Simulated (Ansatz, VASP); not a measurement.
# One calculation of SrOs, two programs

```
Sr Os
1.0
     3.60853    0.00000    0.00000
     0.00000    3.60853    0.00000
     0.00000    0.00000    3.60853
Sr Os
1 1
Direct
  0.00000 0.00000 0.00000
  0.50000 0.50000 0.50000
```

Alike in both runs: task single point; functional r2SCAN; k mesh 10 × 10 × 10; occupations gaussian, width 0.05 eV; no spin polarisation.

|  | VASP | Ansatz |
| --- | --- | --- |
| version | VASP 6.6.1 | Ansatz 0.2.0 |
| potentials or method | VASP PAW PBE potentials, release 64 (Sr_sv, Os), cutoff 520 eV | scalar-relativistic, plane waves, PAW |
| valence electrons in the cell | 18 | 26 |

```csv
,VASP,Ansatz,Ansatz less VASP
gap on the k mesh at the Fermi level (eV),none,none,-
pressure (GPa),-0.9,-1.3,-0.39
```

VASP's potentials were made for PBE, not for r2SCAN. A gap of «none» marks a metal or a gap that the smearing closes. VASP's potentials hold 18 valence electrons a cell and Ansatz's 26, so a difference there can come from the potentials and not from the codes.

Neither program's run includes spin-orbit coupling.
